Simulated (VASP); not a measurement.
# Zn (R-3m) in VASP: further runs

Runs on Zn. Level: LDA. Tasks: single point.

Everything below comes from runs of VASP 6.6.1. Logs are shortened: lines on timing, memory, paths and dates and some standing lists are left out, and cuts for length are marked.

## Step 1: The cell of the first run

The structure is trigonal, space group R-3m (No. 166). The conventional cell has a = 3.179 Å, b = 3.179 Å, c = 4.305 Å, α = 90.00°, β = 90.00°, γ = 120.00°. Within 3.1 Å of Zn (site symmetry -3m) lie 6 Zn at 2.33 Å.

## Step 2: Single point, LDA

File INCAR:

```
SYSTEM = Zn
  PREC = Accurate
  ENCUT = 520
  EDIFF = 1E-7
  ISMEAR = 0
  SIGMA = 0.15
  LREAL = .False.
  LASPH = .True.
  NELM = 60
  ALGO = Fast
  ISIF = 2
  LWAVE = .False.
  LCHARG = .False.
  GGA = CA
  NBANDS = 12
```

File KPOINTS:

```
regular mesh
0
Gamma
  22 22 22
  0 0 0
```

File POSCAR:

```
Zn
1.0
   -0.6702704747      1.5778277132      1.5778277132
    1.5778277132     -0.6702704747      1.5778277132
    1.5778277132      1.5778277132     -0.6702704747
Zn
1
Direct
    0.0000000000      0.0000000000      0.0000000000
```

Potentials or basis: VASP PAW LDA potentials, release 64 (Zn).

On the command line:

```
$ cat potpaw_LDA.64/Zn/POTCAR > POTCAR
$ mpirun -np 1 vasp_std > vasp.out
```

OUTCAR:

```text
SYSTEM = Zn
   PREC = Accurate
   ENCUT = 520
   EDIFF = 1E-7
   ISMEAR = 0
   LREAL = .False.
   LASPH = .True.
   NELM = 60
   ISIF = 2
   GGA = CA

 ion  position               nearest neighbor table
   1  0.000  0.000  0.000-

  LATTYP: Found a trigonal (rhomboedric) cell.
 ALAT       =     2.3298804893
 COS(alpha) =     0.0689708858

  Lattice vectors:

 A1 = (  -0.6702704747,   1.5778277132,   1.5778277132)
 A2 = (   1.5778277132,  -0.6702704747,   1.5778277132)
 A3 = (   1.5778277132,   1.5778277132,  -0.6702704747)

Analysis of symmetry for initial positions (statically):
=====================================================================
 Subroutine PRICEL returns:
 Original cell was already a primitive cell.

 Routine SETGRP: Setting up the symmetry group for a
 trigonal (rhombohedral) supercell.

 Subroutine GETGRP returns: Found 12 space group operations
 (whereof 12 operations were pure point group operations)
 out of a pool of 12 trial point group operations.

The static configuration has the point symmetry D_3d.

Analysis of symmetry for dynamics (positions and initial velocities):
=====================================================================
 Subroutine PRICEL returns:
 Original cell was already a primitive cell.

 Routine SETGRP: Setting up the symmetry group for a
 trigonal (rhombohedral) supercell.

 Subroutine GETGRP returns: Found 12 space group operations
 (whereof 12 operations were pure point group operations)
 out of a pool of 12 trial point group operations.

The dynamic configuration has the point symmetry D_3d.

 Subroutine INISYM returns: Found 12 space group operations
 (whereof 12 operations are pure point group operations),
 and found     1 'primitive' translations

----------------------------------------------------------------------------------------

                                     Primitive cell

  volume of cell :      12.5610

  direct lattice vectors                    reciprocal lattice vectors
    -0.670270475  1.577827713  1.577827713    -0.162429566  0.282390862  0.282390862
     1.577827713 -0.670270475  1.577827713     0.282390862 -0.162429566  0.282390862
     1.577827713  1.577827713 -0.670270475     0.282390862  0.282390862 -0.162429566

  length of vectors
     2.329880489  2.329880489  2.329880489     0.431129403  0.431129403  0.431129403

  position of ions in fractional coordinates (direct lattice)
     0.000000000  0.000000000  0.000000000

  ion indices of the primitive-cell ions
   primitive index   ion index
                 1           1

----------------------------------------------------------------------------------------

 KPOINTS: regular mesh

Automatic generation of k-mesh.
 Grid dimensions read from file:
 generate k-points for:   22   22   22

 Generating k-lattice:

  Cartesian coordinates                     Fractional coordinates (reciprocal lattice)
    -0.007383162  0.012835948  0.012835948     0.045454545  0.000000000  0.000000000
     0.012835948 -0.007383162  0.012835948     0.000000000  0.045454545  0.000000000
     0.012835948  0.012835948 -0.007383162     0.000000000  0.000000000  0.045454545

  Length of vectors
     0.019596791  0.019596791  0.019596791

  Shift w.r.t. Gamma in fractional coordinates (k-lattice)
     0.000000000  0.000000000  0.000000000

 Subroutine IBZKPT returns following result:
 ===========================================

 Found   1024 irreducible k-points:

 Following reciprocal coordinates:
            Coordinates               Weight
  0.000000  0.000000  0.000000      1.000000
  0.045455  0.000000  0.000000      6.000000
  0.090909  0.000000  0.000000      6.000000
  0.136364  0.000000 -0.000000      6.000000
  0.181818  0.000000  0.000000      6.000000
  0.227273 -0.000000 -0.000000      6.000000
[... 16 lines left out ...]
  0.500000  0.045455 -0.000000     12.000000
 -0.454545  0.045455  0.000000     12.000000
 [... further k-points ...]
   k-points           NKPTS =   1024   k-points in BZ     NKDIM =   1024   number of bands    NBANDS=     12
   number of dos      NEDOS =    301   number of ions     NIONS =      1
   total plane-waves  NPLWV =   5832
   dimension x,y,z NGX =    18 NGY =   18 NGZ =   18
   dimension x,y,z NGXF=    36 NGYF=   36 NGZF=   36
   ions per type =               1
   NGX,Y,Z   is equivalent  to a cutoff of  12.84, 12.84, 12.84 a.u.
   NGXF,Y,Z  is equivalent  to a cutoff of  25.69, 25.69, 25.69 a.u.
 SYSTEM =  Zn
   PREC   = accura    normal or accurate (medium, high low for compatibility)
   ISTART =      0    job   : 0-new  1-cont  2-samecut
   ICHARG =      2    charge: 1-file 2-atom 10-const
   ISPIN  =      1    spin polarized calculation?
   LNONCOLLINEAR =      F non collinear calculations
   LSORBIT =      F    spin-orbit coupling
   LASPH  =      T    aspherical Exc in radial PAW
   ENCUT  =  520.0 eV  38.22 Ry    6.18 a.u.   4.33  4.33  4.33*2*pi/ulx,y,z
   NELM   =     60;   NELMIN=  2; NELMDL= -5     # of ELM steps
   EDIFF  = 0.1E-06   stopping-criterion for ELM
   LREAL  =      F    real-space projection
   EDIFFG = 0.1E-05   stopping-criterion for IOM
   NSW    =      0    number of steps for IOM
   IBRION =     -1    ionic relax: 0-MD 1-quasi-New 2-CG
   NFREE  =      0    steps in history (QN), initial steepest desc. (CG)
   ISIF   =      2    stress and relaxation
   ISYM   =      2    0-nonsym 1-usesym 2-fastsym
   POTIM  = 0.5000    time-step for ionic-motion
   TEBEG  =    0.0;   TEEND  =   0.0 temperature during run
   PSTRESS=    0.0 pullay stress
   NELECT =      12.0000    total number of electrons
   NUPDOWN=      -1.0000    fix difference up-down
   EMIN   =  10.00;   EMAX   =-10.00  energy-range for DOS
   EFERMI =   0.00;   METHOD = LEGACY
   ISMEAR =     0;   SIGMA  =   0.15  broadening in eV -4-tet -1-fermi 0-gaus
   EFERMI_NEDOS =   21; number of points for ismear=-14 and -15
   IALGO  =     68    algorithm
   IMIX   =      4    mixing-type and parameters
     AMIX     =   0.40;   BMIX     =  1.00
     AMIX_MAG =   1.60;   BMIX_MAG =  1.00
  volume/ion in A,a.u.               =      12.56        84.77
  Fermi-wavevector in a.u.,A,eV,Ry     =   1.612354  3.046908 35.370885  2.599687
  Thomas-Fermi vector in A             =   2.707598
   LORBIT       =      0    0 simple, 1 ext, 2 COOP (PROOUT), +10 PAW based schemes
   GGA     = CA    functional components
   LHFCALC =     F    Hartree Fock is set to
   AEXX    =    0.0000 exact exchange contribution
   IVDW    =     0    specifies the selected vdW correction
   LEPSILON=     F    determine dielectric tensor
   LRPA    =     F    only Hartree local field effects (RPA)
 non-spin polarized calculation
 RMM-DIIS sequential band-by-band and
 Gauss-broadening in eV      SIGMA  =   0.15
  energy-cutoff  :      520.00
  volume of cell :       12.56
 maximum number of plane-waves:       352
 NGX is ok and might be reduce to    18

 number of electron      11.9999979 magnetization

 Free energy of the ion-electron system (eV)
  ---------------------------------------------------
  ext. energy  EPLUGINS =         0.00000000
  ---------------------------------------------------
  free energy    TOTEN  =        -1.31660866 eV

  energy without entropy =       -1.31333190  energy(sigma->0) =       -1.31497028

 E-fermi :   4.2172     XC(G=0): -12.8716

 val. band max:        4.2069742501   @ k =  -0.3636   0.5000   0.1364
 cond. band min:       4.2205301754   @ k =  -0.4091   0.4091   0.1818
 fundamental gap:      0.0135559253
 Fermi energy:         4.2172188501

 k-point     1 :       0.0000    0.0000    0.0000
  band No.  band energies     occupation
      1      -7.6359      2.00000
      2      -5.2634      2.00000
      3      -5.2634      2.00000
      4      -3.1071      2.00000
      5      -3.1071      2.00000
      6      -3.0788      2.00000
      7      19.7776      0.00000
      8      19.7776      0.00000
      9      19.8534      0.00000
     10      23.1997      0.00000
     11      23.1997      0.00000
     12      27.7025      0.00000

 k-point     2 :       0.0455    0.0000    0.0000
  band No.  band energies     occupation
      1      -7.5759      2.00000
      2      -5.2585      2.00000
      3      -5.2421      2.00000
      4      -3.1209      2.00000
      5      -3.1123      2.00000
      6      -3.0857      2.00000
      7      18.7102      0.00000
      8      19.8453      0.00000
      9      19.8974      0.00000
     10      23.2435      0.00000
     11      24.0926      0.00000
     12      28.0281      0.00000

 k-point     3 :       0.0909    0.0000    0.0000
  band No.  band energies     occupation
      1      -7.3982      2.00000
      2      -5.2443      2.00000
      3      -5.1773      2.00000
      4      -3.1609      2.00000
      5      -3.1427      2.00000
      6      -3.0904      2.00000
      7      16.7595      0.00000
      8      20.0463      0.00000
      9      20.1015      0.00000
     10      23.3760      0.00000
     11      25.2587      0.00000
     12      29.1904      0.00000
[... 286 lines left out ...]
 k-point    23 :       0.5000    0.0455   -0.0000
  band No.  band energies     occupation
      1      -5.0702      2.00000
      2      -5.0066      2.00000
      3      -3.7789      2.00000
      4      -3.6844      2.00000
      5      -3.0566      2.00000
      6      -0.1885      2.00000
      7       1.7109      2.00000
      8      24.0320      0.00000
      9      25.1268      0.00000
     10      27.4449      0.00000
     11      28.6541      0.00000
     12      28.9901      0.00000

 k-point    24 :      -0.4545    0.0455    0.0000
  band No.  band energies     occupation
      1      -5.0943      2.00000
      2      -5.0149      2.00000
      3      -3.7614      2.00000
      4      -3.6714      2.00000
      5      -3.0583      2.00000
      6      -0.7628      2.00000
      7       2.3850      2.00000
      8      23.1806      0.00000
      9      25.0035      0.00000
     10      28.2113      0.00000
     11      28.7885      0.00000
     12      29.1082      0.00000

 [... further k-points ...]
[... 5 lines left out ...]
  --------------------------------------------------------------------------------------
  -------------------------------------------------------------------------------------
  Total        2.5736032      2.5736032      2.5736032      0.2444119      0.2444119      0.2444119
  in kB      328.2675535    328.2675535    328.2675535     31.1751606     31.1751606     31.1751606
  external PRESSURE =     328.2675535 kB  Pullay stress =       0.0000000 kB

 VOLUME and BASIS-vectors are now :
 -----------------------------------------------------------------------------
  energy-cutoff  :      520.00
  volume of cell :       12.56
      direct lattice vectors                 reciprocal lattice vectors
    -0.670270475  1.577827713  1.577827713    -0.162429566  0.282390862  0.282390862
     1.577827713 -0.670270475  1.577827713     0.282390862 -0.162429566  0.282390862
     1.577827713  1.577827713 -0.670270475     0.282390862  0.282390862 -0.162429566

 POSITION                                       TOTAL-FORCE (eV/Angst)
 -----------------------------------------------------------------------------------
      0.00000      0.00000      0.00000         0.000000      0.000000      0.000000
 -----------------------------------------------------------------------------------
    total drift:                                0.000000     -0.000000      0.000000

  FREE ENERGIE OF THE ION-ELECTRON SYSTEM (eV)
  ---------------------------------------------------
  free  energy   TOTEN  =        -1.3166086602 eV

  energy  without entropy=       -1.3133319023  energy(sigma->0) =       -1.31497028
```

Wall time 100 s (1 thread of Intel Xeon Platinum 8259CL at 2.50GHz (Skylake/Cascade Lake), shared host); peak memory 0.24 GiB.

Results:

```yaml
Free_energy: -1.3166 eV
Pressure: 32.8 GPa
Band_gap_on_the_k_mesh: zero (band 6 reaches 9.32 eV, above the bottom of band 7 at 1.68 eV)
```

## Step 3: Single point, LDA

This run uses another cell than the first one, of the same volume but with other edges.

File INCAR:

```
PREC = Accurate ; ENCUT = 520
EDIFF = 1E-6 ; ISMEAR = 0
SIGMA = 0.15 ; LREAL = F
LASPH = T ; NELM = 60
ALGO = Fast ; ISIF = 2
LWAVE = F ; LCHARG = F
NBANDS = 12
```

File KPOINTS:

```
regular mesh
0
Gamma
  22 22 22
```

File POSCAR:

```
Zn
1.0
   -1.8539049099      1.4889739659      1.4889739659
    1.4889739659     -1.8539049099      1.4889739659
    1.4889739659      1.4889739659     -1.8539049099
Zn
1
Direct
    0.0000000000      0.0000000000      0.0000000000
```

Potentials or basis: VASP PAW LDA potentials, release 64 (Zn).

On the command line:

```
$ cat potpaw_LDA.64/Zn/POTCAR > POTCAR
$ mpirun -np 1 vasp_std > vasp.out
```

Run time: 1.9 min. Hardware: 1 thread of Intel Xeon Platinum 8259CL at 2.50GHz (Skylake/Cascade Lake), shared host; peak memory 0.26 GiB.

Results (log left out):

- Free energy: -0.5116 eV
- Pressure: 58.0 GPa
- Band gap on the k mesh: zero (band 6 reaches 8.24 eV, above the bottom of band 7 at 1.08 eV)

Stress tensor (GPa, compression positive):
```
57.98 57.25 57.25
57.25 57.98 57.25
57.25 57.25 57.98
```

Levels at points of the mesh, in eV from the Fermi level:
| k point | band 2 | band 3 | band 4 | band 5 | band 6 | band 7 | band 8 | band 9 | band 10 | band 11 |
| --- | --- | --- | --- | --- | --- | --- | --- | --- | --- | --- |
| (0.00, 0.00, 0.00) | -10.16 | -8.36 | -8.36 | -6.98 | -6.98 | 13.46 | 13.46 | 16.92 | 18.39 | 18.39 |
| (0.50, 0.00, 0.00) | -9.35 | -7.83 | -7.61 | -6.79 | -0.46 | 4.28 | 12.36 | 14.45 | 17.26 | 19.11 |
| (0.50, 0.50, 0.00) | -9.14 | -7.64 | -6.96 | -6.91 | -4.48 | -3.05 | 7.62 | 12.94 | 29.99 | 33.64 |
| (0.50, 0.50, 0.50) | -9.83 | -7.54 | -7.54 | -6.42 | 4.11 | 7.50 | 7.50 | 11.24 | 11.24 | 12.42 |

(Part 1 of 2 ends here.)
